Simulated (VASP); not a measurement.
# Cr (Im-3m) in VASP: further runs

The runs below take Cr through single point, with r2SCAN.

Everything below comes from runs of VASP 6.6.1. Logs are shortened: lines on timing, memory, paths and dates and some standing lists are left out, and cuts for length are marked.

**1. The cell of the first run**

The structure is cubic, space group Im-3m (No. 229). Conventional cell: a = 2.960 Å, b = 2.960 Å, c = 2.960 Å, α = 90.00°, β = 90.00°, γ = 90.00°. Cr (site symmetry m-3m) has 14 Cr at 2.56 to 2.96 Å within 3.4 Å.

**2. Single point, r2SCAN, collinear spin, antiferromagnetic start**

Input file POSCAR:

```
Cr
1.0
    0.0000000000      2.9599559600      0.0000000000
    2.9599559600      0.0000000000      0.0000000000
    2.9599559600      2.9599559600     -2.9599559600
Cr
2
Direct
    0.0000000000      0.0000000000      0.0000000000
    0.0000000000      0.0000000000      0.5000000000
```

Input file INCAR.step1:

```
SYSTEM = Cr
PREC = Accurate ; ENCUT = 520
ISMEAR = 0 ; SIGMA = 0.05
LREAL = .False. ; LASPH = .True.
NELM = 150 ; ISPIN = 2
MAGMOM = 2.75 -2.75 ; LMAXMIX = 4
NBANDS = 23 ; GGA = PE
ALGO = Normal ; EDIFF = 1E-4
LWAVE = .True. ; LCHARG = .False.
```

Input file INCAR.step2:

```
SYSTEM = Cr
PREC = Accurate ; ENCUT = 520
EDIFF = 1E-6 ; ISMEAR = 0
SIGMA = 0.05 ; LREAL = .False.
LASPH = .True. ; NELM = 150
ALGO = Normal ; ISIF = 2
LWAVE = .False. ; LCHARG = .False.
ISPIN = 2 ; MAGMOM = 2.75 -2.75
LORBIT = 11 ; LMAXMIX = 4
METAGGA = R2SCAN ; LMIXTAU = .True.
NBANDS = 23 ; ISTART = 1
```

Input file KPOINTS:

```
regular mesh
0
Gamma
  20 20 10
  0 0 0
```

Potentials or basis: VASP PAW PBE potentials, release 64 (Cr_pv).

Command:

```console
$ cat potpaw_PBE.64/Cr_pv/POTCAR > POTCAR
$ cp INCAR.step1 INCAR
$ mpirun -np 1 vasp_std > vasp.out
$ cp INCAR.step2 INCAR
$ mpirun -np 1 vasp_std > vasp.out
```

OUTCAR:

```text
SYSTEM = Cr
   PREC = Accurate
   ENCUT = 520
   EDIFF = 1E-6
   ISMEAR = 0
   LREAL = .False.
   LASPH = .True.
   NELM = 150
   ISIF = 2
   ISPIN = 2
   LORBIT = 11
   METAGGA = R2SCAN
   ISTART = 1

 ion  position               nearest neighbor table
   1  0.000  0.000  0.000-   2 2.56   2 2.56   2 2.56   2 2.56   2 2.56   2 2.56   2 2.56   2 2.56

   2  0.000  0.000  0.500-   1 2.56   1 2.56   1 2.56   1 2.56   1 2.56   1 2.56   1 2.56   1 2.56

  LATTYP: Found a simple cubic cell.
 ALAT       =     2.9599559600

  Lattice vectors:

 A1 = (   0.0000000000,   2.9599559600,   0.0000000000)
 A2 = (   2.9599559600,   0.0000000000,   0.0000000000)
 A3 = (   0.0000000000,   0.0000000000,  -2.9599559600)

Analysis of symmetry for initial positions (statically):
=====================================================================
 Subroutine PRICEL returns following result:

  LATTYP: Found a body centered cubic cell.
 ALAT       =     2.9599559600

  Lattice vectors:

 A1 = (  -1.4799779800,  -1.4799779800,  -1.4799779800)
 A2 = (  -1.4799779800,   1.4799779800,   1.4799779800)
 A3 = (   1.4799779800,   1.4799779800,  -1.4799779800)

   2 primitive cells build up your supercell.

 Routine SETGRP: Setting up the symmetry group for a
 simple cubic supercell.

 Subroutine GETGRP returns: Found 48 space group operations
 (whereof 48 operations were pure point group operations)
 out of a pool of 48 trial point group operations.

The static configuration has the point symmetry O_h .

Analysis of symmetry for dynamics (positions and initial velocities):
=====================================================================
 Subroutine PRICEL returns following result:

  LATTYP: Found a body centered cubic cell.
 ALAT       =     2.9599559600

  Lattice vectors:

 A1 = (  -1.4799779800,  -1.4799779800,  -1.4799779800)
 A2 = (  -1.4799779800,   1.4799779800,   1.4799779800)
 A3 = (   1.4799779800,   1.4799779800,  -1.4799779800)

   2 primitive cells build up your supercell.

 Routine SETGRP: Setting up the symmetry group for a
 simple cubic supercell.

 Subroutine GETGRP returns: Found 48 space group operations
 (whereof 48 operations were pure point group operations)
 out of a pool of 48 trial point group operations.

The dynamic configuration has the point symmetry O_h .

Analysis of structural, dynamic, and magnetic symmetry:
=====================================================================
 Subroutine PRICEL returns following result:

  LATTYP: Found a body centered cubic cell.
 ALAT       =     2.9599559600

  Lattice vectors:

 A1 = (  -1.4799779800,  -1.4799779800,  -1.4799779800)
 A2 = (  -1.4799779800,   1.4799779800,   1.4799779800)
 A3 = (   1.4799779800,   1.4799779800,  -1.4799779800)

   2 primitive cells build up your supercell.

 Routine SETGRP: Setting up the symmetry group for a
 simple cubic supercell.

 Subroutine GETGRP returns: Found 48 space group operations
 (whereof 48 operations were pure point group operations)
 out of a pool of 48 trial point group operations.

The overall configuration has the point symmetry O_h .

 Subroutine INISYM returns: Found 48 space group operations
 (whereof 48 operations are pure point group operations),
 and found     2 'primitive' translations

----------------------------------------------------------------------------------------

                                     Primitive cell

  volume of cell :      12.9666

  direct lattice vectors                    reciprocal lattice vectors
    -1.479977980 -1.479977980 -1.479977980    -0.337842864  0.000000000 -0.337842864
    -1.479977980  1.479977980  1.479977980    -0.337842864  0.337842864  0.000000000
     1.479977980  1.479977980 -1.479977980     0.000000000  0.337842864 -0.337842864

  length of vectors
     2.563397055  2.563397055  2.563397055     0.477781961  0.477781961  0.477781961

  position of ions in fractional coordinates (direct lattice)
     0.000000000  0.000000000  0.000000000

  ion indices of the primitive-cell ions
   primitive index   ion index
                 1           1

----------------------------------------------------------------------------------------

 KPOINTS: regular mesh

Automatic generation of k-mesh.
 Grid dimensions read from file:
 generate k-points for:   20   20   10

 Generating k-lattice:

  Cartesian coordinates                     Fractional coordinates (reciprocal lattice)
     0.000000000  0.016892143  0.016892143     0.050000000  0.000000000  0.000000000
     0.016892143  0.000000000  0.016892143     0.000000000  0.050000000  0.000000000
     0.000000000  0.000000000 -0.033784286     0.000000000  0.000000000  0.100000000

  Length of vectors
     0.023889098  0.023889098  0.033784286

  Shift w.r.t. Gamma in fractional coordinates (k-lattice)
     0.000000000  0.000000000  0.000000000

 Subroutine IBZKPT returns following result:
 ===========================================

 Found    146 irreducible k-points:

 Following reciprocal coordinates:
            Coordinates               Weight
  0.000000  0.000000  0.000000      1.000000
  0.050000  0.000000  0.000000     12.000000
  0.100000  0.000000  0.000000     12.000000
  0.150000  0.000000  0.000000     12.000000
  0.200000  0.000000  0.000000     12.000000
  0.250000  0.000000  0.000000     12.000000
[... 16 lines left out ...]
  0.200000  0.100000  0.000000     48.000000
  0.250000  0.100000  0.000000     48.000000
 [... further k-points ...]
   k-points           NKPTS =    146   k-points in BZ     NKDIM =    146   number of bands    NBANDS=     23
   number of dos      NEDOS =    301   number of ions     NIONS =      2
   total plane-waves  NPLWV =  23040
   dimension x,y,z NGX =    24 NGY =   24 NGZ =   40
   dimension x,y,z NGXF=    48 NGYF=   48 NGZF=   80
   ions per type =               2
   NGX,Y,Z   is equivalent  to a cutoff of  13.48, 13.48, 12.97 a.u.
   NGXF,Y,Z  is equivalent  to a cutoff of  26.96, 26.96, 25.94 a.u.
 SYSTEM =  Cr
   PREC   = accura    normal or accurate (medium, high low for compatibility)
   ISTART =      1    job   : 0-new  1-cont  2-samecut
   ICHARG =      0    charge: 1-file 2-atom 10-const
   ISPIN  =      2    spin polarized calculation?
   LNONCOLLINEAR =      F non collinear calculations
   LSORBIT =      F    spin-orbit coupling
   LASPH  =      T    aspherical Exc in radial PAW
   ENCUT  =  520.0 eV  38.22 Ry    6.18 a.u.   5.50  5.50  9.53*2*pi/ulx,y,z
   NELM   =    150;   NELMIN=  2; NELMDL=  0     # of ELM steps
   EDIFF  = 0.1E-05   stopping-criterion for ELM
   LREAL  =      F    real-space projection
   EDIFFG = 0.1E-04   stopping-criterion for IOM
   NSW    =      0    number of steps for IOM
   IBRION =     -1    ionic relax: 0-MD 1-quasi-New 2-CG
   NFREE  =      0    steps in history (QN), initial steepest desc. (CG)
   ISIF   =      2    stress and relaxation
   ISYM   =      2    0-nonsym 1-usesym 2-fastsym
   POTIM  = 0.5000    time-step for ionic-motion
   TEBEG  =    0.0;   TEEND  =   0.0 temperature during run
   PSTRESS=    0.0 pullay stress
   NELECT =      24.0000    total number of electrons
   NUPDOWN=      -1.0000    fix difference up-down
   EMIN   =  10.00;   EMAX   =-10.00  energy-range for DOS
   EFERMI =   0.00;   METHOD = LEGACY
   ISMEAR =     0;   SIGMA  =   0.05  broadening in eV -4-tet -1-fermi 0-gaus
   EFERMI_NEDOS =   21; number of points for ismear=-14 and -15
   IALGO  =     38    algorithm
   IMIX   =      4    mixing-type and parameters
     AMIX     =   0.40;   BMIX     =  1.00
     AMIX_MAG =   1.60;   BMIX_MAG =  1.00
  volume/ion in A,a.u.               =      12.97        87.50
  Fermi-wavevector in a.u.,A,eV,Ry     =   1.595365  3.014802 34.629395  2.545189
  Thomas-Fermi vector in A             =   2.693295
   LORBIT       =     11    0 simple, 1 ext, 2 COOP (PROOUT), +10 PAW based schemes
   METAGGA = R2SCAN    functional components
   LHFCALC =     F    Hartree Fock is set to
   AEXX    =    0.0000 exact exchange contribution
   IVDW    =     0    specifies the selected vdW correction
   LEPSILON=     F    determine dielectric tensor
   LRPA    =     F    only Hartree local field effects (RPA)
 spin polarized calculation
 Gauss-broadening in eV      SIGMA  =   0.05
  energy-cutoff  :      520.00
  volume of cell :       25.93
 maximum number of plane-waves:       739
 NGX is ok and might be reduce to    24
   NGX = 11   NGY = 11   NGZ = 19

 number of electron      23.9999997 magnetization       0.0000000

 number of electron      23.9999997 magnetization      -0.0000000

 Free energy of the ion-electron system (eV)
  ---------------------------------------------------
  ext. energy  EPLUGINS =         0.00000000
  ---------------------------------------------------
  free energy    TOTEN  =       -30.14611434 eV

  energy without entropy =      -30.14588937  energy(sigma->0) =      -30.14600185

 E-fermi :   9.8363     XC(G=0): -14.0922

 val. band max:        9.8333935739   @ k =   0.5000   0.1000   0.1000
 cond. band min:       9.9003936288   @ k =   0.0000   0.0000   0.4000
 fundamental gap:      0.0670000549
 Fermi energy:         9.8363270069

 spin component 1

 k-point     1 :       0.0000    0.0000    0.0000
  band No.  band energies     occupation
      1     -36.3547      1.00000
      2     -36.3546      1.00000
      3     -36.3546      1.00000
      4     -32.9416      1.00000
      5     -32.9415      1.00000
      6     -32.9415      1.00000
[... 613 lines left out ...]
     22      23.2423      0.00000
     23      23.8882      0.00000

 [... further k-points ...]

 spin component 2

 k-point     1 :       0.0000    0.0000    0.0000
  band No.  band energies     occupation
      1     -36.3547      1.00000
      2     -36.3546      1.00000
      3     -36.3546      1.00000
      4     -32.9416      1.00000
      5     -32.9415      1.00000
      6     -32.9415      1.00000
[... 613 lines left out ...]
     22      23.2423      0.00000
     23      23.8882      0.00000

 [... further k-points ...]

------------------------ aborting loop because EDIFF is reached ----------------------------------------

  FORCE on cell =-STRESS in cart. coord.  units (eV):
  Direction    XX          YY          ZZ          XY          YZ          ZX
  --------------------------------------------------------------------------------------
  -------------------------------------------------------------------------------------
  Total        0.0795985      0.0795985      0.0795985      0.0000000     -0.0000000      0.0000000
  in kB        4.9176741      4.9176741      4.9176741      0.0000000     -0.0000000      0.0000000
  external PRESSURE =       4.9176741 kB  Pullay stress =       0.0000000 kB

 VOLUME and BASIS-vectors are now :
 -----------------------------------------------------------------------------
  energy-cutoff  :      520.00
  volume of cell :       25.93
      direct lattice vectors                 reciprocal lattice vectors
     0.000000000  2.959955960  0.000000000     0.000000000  0.337842864  0.337842864
     2.959955960  0.000000000  0.000000000     0.337842864  0.000000000  0.337842864
     2.959955960  2.959955960 -2.959955960     0.000000000  0.000000000 -0.337842864

 POSITION                                       TOTAL-FORCE (eV/Angst)
 -----------------------------------------------------------------------------------
      0.00000      0.00000      0.00000         0.000000      0.000000      0.000000
      1.47998      1.47998     -1.47998         0.000000     -0.000000      0.000000
 -----------------------------------------------------------------------------------
    total drift:                               -0.000000     -0.000000      0.000000

  FREE ENERGIE OF THE ION-ELECTRON SYSTEM (eV)
  ---------------------------------------------------
  free  energy   TOTEN  =       -30.1461143357 eV

  energy  without entropy=      -30.1458893662  energy(sigma->0) =      -30.14600185

 total charge

# of ion       s       p       d       tot
------------------------------------------
    1        0.656   6.354   4.071  11.081
    2        0.656   6.354   4.071  11.081
--------------------------------------------------
tot          1.313  12.708   8.141  22.162

 magnetization (x)

# of ion       s       p       d       tot
------------------------------------------
    1        0.095   0.043   2.541   2.678
    2       -0.095  -0.043  -2.541  -2.678
--------------------------------------------------
tot          0.000   0.000  -0.000  -0.000
```

It took 5.9 min on 1 thread of Intel Xeon 6975P-C (Granite Rapids), shared host; peak memory 0.27 GiB.

What came out:

- Free energy: -30.1461 eV
- Pressure: 0.5 GPa
- Band gap on the k mesh: zero (filled and empty bands overlap)
- Net moment: 0.00 μB per cell
- Site moments: Cr +2.68, -2.68 μB
- Valence electrons inside the program's atomic spheres: Cr 11.08

Caveat: the PAW data sets were made with another functional, which shifts forces and pressure a little.

**3. Single point, r2SCAN, collinear spin, antiferromagnetic start (12.99 Å³/atom)**

Input file POSCAR:

```
Cr
1.0
    0.0000000000      2.9614776618      0.0000000000
    2.9614776618      0.0000000000      0.0000000000
    2.9614776618      2.9614776618     -2.9614776618
Cr
2
Direct
    0.0000000000      0.0000000000      0.0000000000
    0.0000000000      0.0000000000      0.5000000000
```

Input file INCAR.step1:

```
  PREC = Accurate
  ENCUT = 520
  ISMEAR = 0
  SIGMA = 0.05
  LREAL = F
  LASPH = T
  NELM = 150
  ISPIN = 2
  MAGMOM = 2.65 -2.65
  LMAXMIX = 4
  NBANDS = 23
  GGA = PE
  ALGO = Normal
  EDIFF = 1E-4
  LWAVE = T
  LCHARG = F
```

Input file INCAR.step2:

```
  PREC = Accurate
  ENCUT = 520
  EDIFF = 1E-7
  ISMEAR = 0
  SIGMA = 0.05
  LREAL = F
  LASPH = T
  NELM = 150
  ALGO = Normal
  ISIF = 2
  LWAVE = F
  LCHARG = F
  ISPIN = 2
  MAGMOM = 2.65 -2.65
  LORBIT = 11
  LMAXMIX = 4
  METAGGA = R2SCAN
  LMIXTAU = T
  NBANDS = 23
  ISTART = 1
```

Input file KPOINTS:

```
Automatic mesh
0
Gamma
  20 20 10
```

Potentials or basis: VASP PAW PBE potentials, release 64 (Cr_pv).

Command:

```console
$ cat potpaw_PBE.64/Cr_pv/POTCAR > POTCAR
$ cp INCAR.step1 INCAR
$ mpirun -np 1 vasp_std > vasp.out
$ cp INCAR.step2 INCAR
$ mpirun -np 1 vasp_std > vasp.out
```

Run time: 6.5 min. Hardware: 1 thread of Intel Xeon 6975P-C (Granite Rapids), shared host; peak memory 0.27 GiB.

The run converged. Its results:

```
Free energy                                           : -30.1462 eV
Pressure                                              : 0.3 GPa
Band gap on the k mesh                                : zero (filled and empty bands overlap)
Net moment                                            : 0.00 μB per cell
Site moments                                          : Cr +2.69, -2.69 μB
Valence electrons inside the program's atomic spheres : Cr 11.08
```

Levels at points of the mesh, in eV from the Fermi level:
Spin up:
```csv
k point,band 10,band 11,band 12,band 13,band 14,band 15
"(0.00, 0.00, 0.00)",-1.55,-1.55,-1.55,0.98,1.60,1.60
"(0.50, 0.00, 0.00)",-2.71,0.20,0.27,0.27,0.75,1.10
"(0.00, 0.00, 0.50)",-1.92,-1.92,-1.05,-0.18,0.84,1.21
"(0.50, 0.50, 0.50)",-1.39,-1.39,-1.39,0.25,0.25,0.94
```
Spin down:
```tsv
k point	band 10	band 11	band 12	band 13	band 14	band 15
(0.00, 0.00, 0.00)	-1.55	-1.55	-1.55	0.98	1.60	1.60
(0.50, 0.00, 0.00)	-2.71	0.20	0.27	0.27	0.75	1.10
(0.00, 0.00, 0.50)	-1.92	-1.92	-1.05	-0.18	0.84	1.21
(0.50, 0.50, 0.50)	-1.39	-1.39	-1.39	0.25	0.25	0.94
```

Caveat: the PAW data sets were made with another functional, which shifts forces and pressure a little.
